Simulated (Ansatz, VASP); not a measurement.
# Sb in VASP and in Ansatz

Contents of POSCAR:

```
Sb
1.0
    3.3351956149      0.0000000000      0.0000000000
   -1.6675978075      2.8883641290      0.0000000000
    0.0000000000      0.0000000000      5.6170243711
Sb
2
Direct
    0.3333333333      0.6666666667      0.2500000000
    0.6666666667      0.3333333333      0.7500000000
```

The input INCAR.step1:

```
SYSTEM = Sb
PREC     = Accurate       ! precision mode
ENCUT    = 600            ! plane-wave cutoff, eV
ISMEAR   = 0              ! smearing method
SIGMA    = 0.1            ! smearing width, eV
LREAL    = .FALSE.        ! projectors in reciprocal space
LASPH    = .TRUE.         ! aspherical terms in the spheres
NELM     = 60             ! most SCF steps
GGA      = PE             ! functional
ALGO     = Normal         ! electronic algorithm
EDIFF    = 1E-4           ! SCF threshold, eV
LWAVE    = .TRUE.         ! write WAVECAR
LCHARG   = .FALSE.        ! write CHGCAR
```

Contents of INCAR.step2:

```
SYSTEM = Sb
PREC     = Accurate       ! precision mode
ENCUT    = 600            ! plane-wave cutoff, eV
EDIFF    = 1E-6           ! SCF threshold, eV
ISMEAR   = 0              ! smearing method
SIGMA    = 0.1            ! smearing width, eV
LREAL    = .FALSE.        ! projectors in reciprocal space
LASPH    = .TRUE.         ! aspherical terms in the spheres
NELM     = 60             ! most SCF steps
ALGO     = Normal         ! electronic algorithm
ISIF     = 3              ! what is computed and relaxed
LWAVE    = .FALSE.        ! write WAVECAR
LCHARG   = .FALSE.        ! write CHGCAR
METAGGA  = R2SCAN         ! meta-GGA
LMIXTAU  = .TRUE.       
IBRION   = 2              ! ionic algorithm
NSW      = 80             ! ionic steps
EDIFFG   = -0.01          ! ionic threshold
ISTART   = 1
```

Contents of KPOINTS:

```
Automatic mesh
0
G
  12 12 8
  0 0 0
```

Input for Ansatz:

```yaml
crystal:
  lattice:
    - [3.3351956149, 0.0, 0.0]
    - [-1.6675978075, 2.888364129, 0.0]
    - [0.0, 0.0, 5.6170243711]
  atoms:
    - { symbol: Sb, position: [0.3333333333, 0.6666666667, 0.25] }
    - { symbol: Sb, position: [0.6666666667, 0.3333333333, 0.75] }
basis:
  ecutwfc: 500
kpoints:
  mp_grid: { grid: [12, 12, 8] }
hamiltonian:
  xc: r2scan
scf:
  occupations: { method: gaussian, width: 0.1 }
output:
  forces: true
  stress: true
  eigenvalues: true
relax:
  adjacent_minimum: "off"
  f_tol: 0.01
  max_steps: 60
  cell: { stress_tol: 0.1 }
```

Alike in both runs: task relaxation of cell and atoms; functional r2SCAN; k mesh 12 × 12 × 8; occupations gaussian, width 0.1 eV; no spin polarisation.

```csv
,VASP,Ansatz
version,VASP 6.6.1,Ansatz 0.2.0
potentials or method,"VASP PAW PBE potentials, release 64 (Sb), cutoff 600 eV","scalar-relativistic, plane waves, PAW"
valence electrons in the cell,10,30
```

Ansatz gave:

```
gap on the k mesh at the Fermi level, each at its own relaxed structure (eV) : none
relaxed volume (Å³/atom)                                                     : 27.10
relaxed length of the cell vector where the two differ most in proportion (Å)              : 5.548
```

Q: Estimate VASP's values.

A: gap on the k mesh at the Fermi level, each at its own relaxed structure (eV): none; relaxed volume (Å³/atom): 27.04; relaxed length of the cell vector where the two differ most in proportion (Å): 5.542.

VASP's potentials were made for PBE, not for r2SCAN. A gap of «none» marks a metal or a gap that the smearing closes. VASP's potentials hold 10 valence electrons a cell and Ansatz's 30, so a difference there can come from the potentials and not from the codes.

Neither program's run includes spin-orbit coupling.
